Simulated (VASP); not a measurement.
# ZnTe3O (P4mm) in VASP: further runs

ZnTe3O is run at these levels: PBE; tasks: relaxation of cell and atoms, single point.

Program: VASP 6.6.1. These are calculated values, not measurements. Logs are shortened: lines on timing, memory, paths and dates and some standing lists are left out, and cuts for length are marked.

## (1) The cell of the first run

It takes space group P4mm (No. 99, tetragonal). Conventional cell: a = 4.701 Å, b = 4.701 Å, c = 4.722 Å, α = 90.00°, β = 90.00°, γ = 90.00°. Within 2.9 Å of Zn (site symmetry 4mm) lie 6 Te at 2.20 to 2.52 Å. Within 2.9 Å of Te (site symmetry 4mm) lie 2 Zn at 2.20 to 2.52 Å. Within 3.1 Å of Te (site symmetry 2mm) lie 2 Zn at 2.36 Å. O (site symmetry 4mm) has 12 Te at 3.28 to 3.38 Å and 8 Zn at 4.03 to 4.13 Å within 4.3 Å.

The cell was generated, and may not be a known phase.

## (2) Relaxation of cell and atoms, PBE

INCAR

```
PREC = Accurate ; ENCUT = 600
EDIFF = 1E-6 ; ISMEAR = 0
SIGMA = 0.1 ; LREAL = False
LASPH = True ; NELM = 60
ALGO = Normal ; ISIF = 3
LWAVE = False ; LCHARG = False
GGA = PE ; IBRION = 2
NSW = 90 ; EDIFFG = -0.04
```

KPOINTS

```
regular mesh
0
Gamma
  4 4 4
```

POSCAR

```
ZnTe3O
1.0
    4.7008450300      0.0000000000      0.0000000000
    0.0000000000      4.7008450300      0.0000000000
    0.0000000000      0.0000000000      4.7222351300
Zn Te O
1 3 1
Direct
    0.5000000000      0.5000000000      0.4819999900
    0.5000000000      0.5000000000      0.0160000000
    0.5000000000      0.0000000000      0.5149999900
    0.0000000000      0.5000000000      0.5149999900
    0.0000000000      0.0000000000      0.0000000000
```

Potentials or basis: VASP PAW PBE potentials, release 64 (Zn, Te, O).

On the command line:

```sh
$ cat potpaw_PBE.64/Zn/POTCAR potpaw_PBE.64/Te/POTCAR potpaw_PBE.64/O/POTCAR > POTCAR
$ mpirun -np 1 vasp_std > vasp.out
```

OUTCAR:

```text
PREC = Accurate
   ENCUT = 600
   EDIFF = 1E-6
   ISMEAR = 0
   LREAL = False
   LASPH = True
   NELM = 60
   ISIF = 3
   GGA = PE
   IBRION = 2
   NSW = 90
   EDIFFG = -0.04

 ion  position               nearest neighbor table
   1  0.500  0.500  0.482-   2 2.20   3 2.36   4 2.36   3 2.36   4 2.36   2 2.52
   2  0.500  0.500  0.016-   1 2.20   1 2.52   4 3.33   3 3.33   3 3.33   4 3.33   3 3.33   3 3.33
                             4 3.33   4 3.33
   3  0.500  0.000  0.515-   1 2.36   1 2.36   4 3.32   4 3.32   4 3.32   4 3.32   2 3.33   2 3.33
                             2 3.33   2 3.33
   4  0.000  0.500  0.515-   1 2.36   1 2.36   3 3.32   3 3.32   3 3.32   3 3.32   2 3.33   2 3.33
                             2 3.33   2 3.33
   5  0.000  0.000  0.000-

  LATTYP: Found a simple tetragonal cell.
 ALAT       =     4.7008450300
 C/A-ratio  =     1.0045502670

  Lattice vectors:

 A1 = (   4.7008450300,   0.0000000000,   0.0000000000)
 A2 = (   0.0000000000,   4.7008450300,   0.0000000000)
 A3 = (   0.0000000000,   0.0000000000,   4.7222351300)

Analysis of symmetry for initial positions (statically):
=====================================================================
 Subroutine PRICEL returns:
 Original cell was already a primitive cell.

 Routine SETGRP: Setting up the symmetry group for a
 simple tetragonal supercell.

 Subroutine GETGRP returns: Found  8 space group operations
 (whereof  8 operations were pure point group operations)
 out of a pool of 16 trial point group operations.

The static configuration has the point symmetry C_4v.

Analysis of symmetry for dynamics (positions and initial velocities):
=====================================================================
 Subroutine PRICEL returns:
 Original cell was already a primitive cell.

 Routine SETGRP: Setting up the symmetry group for a
 simple tetragonal supercell.

 Subroutine GETGRP returns: Found  8 space group operations
 (whereof  8 operations were pure point group operations)
 out of a pool of 16 trial point group operations.

The dynamic configuration has the point symmetry C_4v.

 Subroutine INISYM returns: Found  8 space group operations
 (whereof  8 operations are pure point group operations),
 and found     1 'primitive' translations

----------------------------------------------------------------------------------------

                                     Primitive cell

  volume of cell :     104.3517

  direct lattice vectors                    reciprocal lattice vectors
     4.700845030  0.000000000  0.000000000     0.212727710  0.000000000  0.000000000
     0.000000000  4.700845030  0.000000000     0.000000000  0.212727710  0.000000000
     0.000000000  0.000000000  4.722235130     0.000000000  0.000000000  0.211764127

  length of vectors
     4.700845030  4.700845030  4.722235130     0.212727710  0.212727710  0.211764127

  position of ions in fractional coordinates (direct lattice)
     0.500000000  0.500000000  0.481999990
     0.500000000  0.500000000  0.016000000
     0.500000000  0.000000000  0.514999990
     0.000000000  0.500000000  0.514999990
     0.000000000  0.000000000  0.000000000

  ion indices of the primitive-cell ions
   primitive index   ion index
                 1           1
                 2           2
                 3           3
                 4           4
                 5           5

----------------------------------------------------------------------------------------

 KPOINTS: regular mesh

Automatic generation of k-mesh.
 Grid dimensions read from file:
 generate k-points for:    4    4    4

 Generating k-lattice:

  Cartesian coordinates                     Fractional coordinates (reciprocal lattice)
     0.053181928  0.000000000  0.000000000     0.250000000  0.000000000  0.000000000
     0.000000000  0.053181928  0.000000000     0.000000000  0.250000000  0.000000000
     0.000000000  0.000000000  0.052941032     0.000000000  0.000000000  0.250000000

  Length of vectors
     0.053181928  0.053181928  0.052941032

  Shift w.r.t. Gamma in fractional coordinates (k-lattice)
     0.000000000  0.000000000  0.000000000

 Subroutine IBZKPT returns following result:
 ===========================================

 Found     18 irreducible k-points:

 Following reciprocal coordinates:
            Coordinates               Weight
  0.000000  0.000000  0.000000      1.000000
  0.250000  0.000000  0.000000      4.000000
  0.500000  0.000000  0.000000      2.000000
  0.250000  0.250000  0.000000      4.000000
  0.500000  0.250000  0.000000      4.000000
  0.500000  0.500000  0.000000      1.000000
[... 10 lines left out ...]
  0.500000  0.250000  0.500000      4.000000
  0.500000  0.500000  0.500000      1.000000
   k-points           NKPTS =     18   k-points in BZ     NKDIM =     18   number of bands    NBANDS=     22
   number of dos      NEDOS =    301   number of ions     NIONS =      5
   total plane-waves  NPLWV =  64000
   dimension x,y,z NGX =    40 NGY =   40 NGZ =   40
   dimension x,y,z NGXF=    80 NGYF=   80 NGZF=   80
   ions per type =               1   3   1
   NGX,Y,Z   is equivalent  to a cutoff of  14.15, 14.15, 14.08 a.u.
   NGXF,Y,Z  is equivalent  to a cutoff of  28.29, 28.29, 28.16 a.u.
 SYSTEM =  unknown system
   PREC   = accura    normal or accurate (medium, high low for compatibility)
   ISTART =      0    job   : 0-new  1-cont  2-samecut
   ICHARG =      2    charge: 1-file 2-atom 10-const
   ISPIN  =      1    spin polarized calculation?
   LNONCOLLINEAR =      F non collinear calculations
   LSORBIT =      F    spin-orbit coupling
   LASPH  =      T    aspherical Exc in radial PAW
   ENCUT  =  600.0 eV  44.10 Ry    6.64 a.u.   9.39  9.39  9.43*2*pi/ulx,y,z
   NELM   =     60;   NELMIN=  2; NELMDL= -5     # of ELM steps
   EDIFF  = 0.1E-05   stopping-criterion for ELM
   LREAL  =      F    real-space projection
   EDIFFG = -.4E-01   stopping-criterion for IOM
   NSW    =     90    number of steps for IOM
   IBRION =      2    ionic relax: 0-MD 1-quasi-New 2-CG
   NFREE  =      1    steps in history (QN), initial steepest desc. (CG)
   ISIF   =      3    stress and relaxation
   ISYM   =      2    0-nonsym 1-usesym 2-fastsym
   POTIM  = 0.5000    time-step for ionic-motion
   TEBEG  =    0.0;   TEEND  =   0.0 temperature during run
   PSTRESS=    0.0 pullay stress
   NELECT =      36.0000    total number of electrons
   NUPDOWN=      -1.0000    fix difference up-down
   EMIN   =  10.00;   EMAX   =-10.00  energy-range for DOS
   EFERMI =   0.00;   METHOD = LEGACY
   ISMEAR =     0;   SIGMA  =   0.10  broadening in eV -4-tet -1-fermi 0-gaus
   EFERMI_NEDOS =   21; number of points for ismear=-14 and -15
   IALGO  =     38    algorithm
   IMIX   =      4    mixing-type and parameters
     AMIX     =   0.40;   BMIX     =  1.00
     AMIX_MAG =   1.60;   BMIX_MAG =  1.00
  volume/ion in A,a.u.               =      20.87       140.84
  Fermi-wavevector in a.u.,A,eV,Ry     =   1.148178  2.169742 17.936729  1.318312
  Thomas-Fermi vector in A             =   2.284854
   LORBIT       =      0    0 simple, 1 ext, 2 COOP (PROOUT), +10 PAW based schemes
   GGA     = PE    functional components
   LHFCALC =     F    Hartree Fock is set to
   AEXX    =    0.0000 exact exchange contribution
   IVDW    =     0    specifies the selected vdW correction
   LEPSILON=     F    determine dielectric tensor
   LRPA    =     F    only Hartree local field effects (RPA)
 conjugate gradient relaxation of ions
 non-spin polarized calculation
 Gauss-broadening in eV      SIGMA  =   0.10
  energy-cutoff  :      600.00
  volume of cell :      104.35
 maximum number of plane-waves:      3500
 NGX is ok and might be reduce to    40
   NGX = 19   NGY = 19   NGZ = 19

--------------------------------------- Ionic step        1  -------------------------------------------

 number of electron      36.0000015 magnetization

 Free energy of the ion-electron system (eV)
  ---------------------------------------------------
  ext. energy  EPLUGINS =         0.00000000
  ---------------------------------------------------
  free energy    TOTEN  =        -8.60576351 eV

  energy without entropy =       -8.58796796  energy(sigma->0) =       -8.59686574

 E-fermi :   6.7570     XC(G=0): -10.3520

 val. band max:        6.7552739965   @ k =   0.5000   0.5000   0.5000
 cond. band min:       6.8687597888   @ k =   0.2500   0.2500   0.5000
 fundamental gap:      0.1134857923
 Fermi energy:         6.7569624649

 k-point     1 :       0.0000    0.0000    0.0000
  band No.  band energies     occupation
      1      -8.9827      2.00000
      2      -7.7209      2.00000
      3      -4.8538      2.00000
      4      -4.7606      2.00000
      5      -2.4865      2.00000
      6      -2.4865      2.00000
[... 549 lines left out ...]
  FREE ENERGIE OF THE ION-ELECTRON SYSTEM (eV)
  ---------------------------------------------------
  free  energy   TOTEN  =       -10.8636338364 eV

  energy  without entropy=      -10.8117313944  energy(sigma->0) =      -10.83768262

 E-fermi :   5.3574     XC(G=0):  -9.3179

 val. band max:        5.3412399504   @ k =   0.0000   0.0000   0.0000
 cond. band min:       5.4024463254   @ k =   0.2500   0.2500   0.2500
 fundamental gap:      0.0612063749
 Fermi energy:         5.3573887511

 k-point     1 :       0.0000    0.0000    0.0000
  band No.  band energies     occupation
      1     -11.1444      2.00000
      2      -9.1542      2.00000
      3      -5.3770      2.00000
      4      -4.9781      2.00000
      5      -2.6268      2.00000
      6      -2.6268      2.00000
[... 424 lines left out ...]
      6      -2.4224      2.00000
[... 14 lines left out ...]
     21       7.0764      0.00000
     22       8.1881      0.00000

[... ionic steps 4 to 48 ...]

--------------------------------------- Ionic step       49  -------------------------------------------

 number of electron      35.9999989 magnetization

------------------------ aborting loop because EDIFF is reached ----------------------------------------

  FORCE on cell =-STRESS in cart. coord.  units (eV):
  Direction    XX          YY          ZZ          XY          YZ          ZX
  --------------------------------------------------------------------------------------
  -------------------------------------------------------------------------------------
  Total        0.0984945      0.0984945      0.3091549      0.0000000      0.0000000      0.0000000
  in kB        1.1043829      1.1043829      3.4664421      0.0000000      0.0000000      0.0000000
  external PRESSURE =       1.8917359 kB  Pullay stress =       0.0000000 kB
[... 63 lines left out ...]
  energy  without entropy=      -15.2211219744  energy(sigma->0) =      -15.23101534

--------------------------------------- Ionic step       51  -------------------------------------------

 number of electron      35.9999980 magnetization

 Free energy of the ion-electron system (eV)
  ---------------------------------------------------
  ext. energy  EPLUGINS =         0.00000000
  ---------------------------------------------------
  free energy    TOTEN  =       -15.24124422 eV

  energy without entropy =      -15.22140966  energy(sigma->0) =      -15.23132694

 E-fermi :   3.8631     XC(G=0):  -8.5553

 val. band max:        3.8456726000   @ k =   0.2500   0.0000   0.0000
 cond. band min:       3.8821956023   @ k =   0.0000   0.0000   0.0000
 fundamental gap:      0.0365230023
 Fermi energy:         3.8630651158

 k-point     1 :       0.0000    0.0000    0.0000
  band No.  band energies     occupation
      1     -14.1934      2.00000
      2      -8.4542      2.00000
      3      -6.3109      2.00000
      4      -6.2272      2.00000
      5      -3.4489      2.00000
      6      -3.4489      2.00000
[... 471 lines left out ...]
  FREE ENERGIE OF THE ION-ELECTRON SYSTEM (eV)
  ---------------------------------------------------
  free  energy   TOTEN  =       -15.2412442227 eV

  energy  without entropy=      -15.2214096609  energy(sigma->0) =      -15.23132694

 reached required accuracy - stopping structural energy minimisation
```

It took 44 min on 1 thread of Intel Xeon 8259CL, shared host; peak memory 0.29 GiB.

What came out:

```yaml
Free_energy: -15.2412 eV
Relaxed_volume: 28.67 Å³/atom
Relaxed_cell: a = 4.846 Å, b = 4.846 Å, c = 6.104 Å, α = 90.00°, β = 90.00°, γ = 90.00°
Space_group_after_relaxing_to_0.1_Å: P4mm (No. 99)
Energy_gained_by_relaxing: 1327.1 meV/atom
Ionic_steps: 51
Pressure_after_relaxing: 0.1 GPa
Largest_force_after_relaxing: 0.039 eV/Å
Band_gap_on_the_k_mesh: zero (bands 18 and 19 overlap by 1.75 eV)
```

Forces in eV/Å, atoms in the order of the input:
```
Zn   0.000  0.000 -0.029
Te   0.000  0.000 -0.007
Te   0.000  0.000  0.038
Te   0.000  0.000  0.038
O    0.000  0.000 -0.039
```

Step by step:
```
step  energy change (eV)  largest force (eV/Å)  pressure (GPa)  volume (Å³)
   1              0.0000                4.4448           24.95       104.35
   3             -2.2579                1.1370            1.44       137.02
   5             -2.2601                1.1770            0.92       138.76
   7             -2.3378                0.3453           -0.79       143.81
   9             -2.4057                1.3836            1.19       136.68
  11             -2.4367                1.5885            1.55       135.56
  13             -2.5774                2.6554            3.41       130.62
  15             -2.6258                3.4195            4.87       127.60
  17             -2.6927                3.4805            5.22       126.84
  19             -2.9077                3.6406            7.31       123.45
  21             -2.9208                3.7482            8.04       122.57
  23             -3.4553                2.3802            7.68       123.66
  25             -3.5966                1.5953            8.67       124.59
  27             -4.1495                1.6089            2.59       135.15
  29             -4.3102                1.6079           -1.72       146.88
  31             -4.5828                1.6117           -1.38       144.76
  33             -5.4264                1.7848            3.53       134.09
  35             -5.8061                1.4480            2.07       137.62
  37             -6.1583                0.7659           -0.13       144.99
  39             -6.5547                0.6488           -1.00       146.14
  41             -6.6045                0.4247            0.95       140.89
  43             -6.6264                0.2390            0.05       143.46
  45             -6.6294                0.1522           -0.12       143.78
  47             -6.6332                0.0814           -0.11       143.62
  49             -6.6341                0.0648            0.19       142.89
  51             -6.6355                0.0391            0.06       143.34
```

Final structure:
```
Zn Te O
1.0
     4.84599    0.00000    0.00000
     0.00000    4.84599    0.00000
     0.00000    0.00000    6.10378
Zn Te O
1 3 1
Direct
  0.50000 0.50000 0.45478
  0.50000 0.50000 0.03537
  0.50000 0.00000 0.67809
  0.00000 0.50000 0.67809
  0.00000 0.00000 0.68167
```

Caveat: the volume moved by over 15 % at a fixed basis, so the end points are rough; spin-orbit coupling is left out, which moves the levels of the heavy elements.

## (3) Single point, PBE

This run uses another cell than the first one, of 29.09 Å³/atom.

INCAR

```
PREC = Accurate
ENCUT = 520
EDIFF = 1E-6
ISMEAR = 0
SIGMA = 0.1
LREAL = False
LASPH = True
NELM = 100
ALGO = Normal
ISIF = 2
LWAVE = False
LCHARG = False
GGA = PE
NBANDS = 26
```

KPOINTS

```
Automatic mesh
0
Gamma
  8 8 6
```

POSCAR

```
ZnTe3O
1.0
    4.7747233573      0.0000000000      0.0000000000
    0.0000000000      4.7747233573      0.0000000000
    0.0000000000      0.0000000000      6.3793814503
Zn Te O
1 3 1
Direct
    0.5000000000      0.5000000000      0.4457290833
    0.5000000000      0.5000000000      0.0452152766
    0.5000000000      0.0000000000      0.6775394883
    0.0000000000      0.5000000000      0.6775394883
    0.0000000000      0.0000000000      0.6819766336
```

Potentials or basis: VASP PAW PBE potentials, release 64 (Zn, Te, O).

On the command line:

```sh
$ cat potpaw_PBE.64/Zn/POTCAR potpaw_PBE.64/Te/POTCAR potpaw_PBE.64/O/POTCAR > POTCAR
$ mpirun -np 1 vasp_std > vasp.out
```

Wall time 7.6 min (1 thread of Intel Xeon 8259CL, shared host); peak memory 0.39 GiB.

Results (log left out):

| Item | Value |
| --- | --- |
| Free energy | -15.2434 eV |
| Pressure | -0.1 GPa |
| Largest force | 0.025 eV/Å |
| Band gap on the k mesh | zero (bands 18 and 19 overlap by 1.38 eV) |

Forces in eV/Å, atoms in the order of the input:
```
Zn   0.000  0.000  0.007
Te   0.000  0.000 -0.025
Te   0.000  0.000  0.010
Te   0.000  0.000  0.010
O    0.000  0.000 -0.003
```

Stress tensor (GPa, compression positive):
```
-0.13  0.00  0.00
 0.00 -0.13  0.00
 0.00  0.00  0.03
```

Levels at points of the mesh, in eV from the Fermi level:
```csv
k point,band 16,band 17,band 18,band 19,band 20,band 21
"(0.00, 0.00, 0.00)",-0.77,-0.21,0.00,0.00,1.90,3.75
"(0.50, 0.00, 0.00)",-1.84,-0.86,-0.02,0.02,0.03,3.07
"(0.50, 0.50, 0.00)",-2.70,-1.73,-0.66,-0.66,1.53,1.56
"(0.00, 0.00, 0.50)",-1.40,-0.87,-0.85,-0.85,2.56,3.69
"(0.50, 0.00, 0.50)",-2.01,-0.75,-0.48,-0.31,0.71,2.79
"(0.50, 0.50, 0.50)",-1.70,-1.17,0.54,0.54,1.24,1.53
```

Caveat: spin-orbit coupling is left out, which moves the levels of the heavy elements.

(Part 1 of 2 ends here.)

The gap in the log of VASP goes by the Fermi energy; the results here count the filled bands.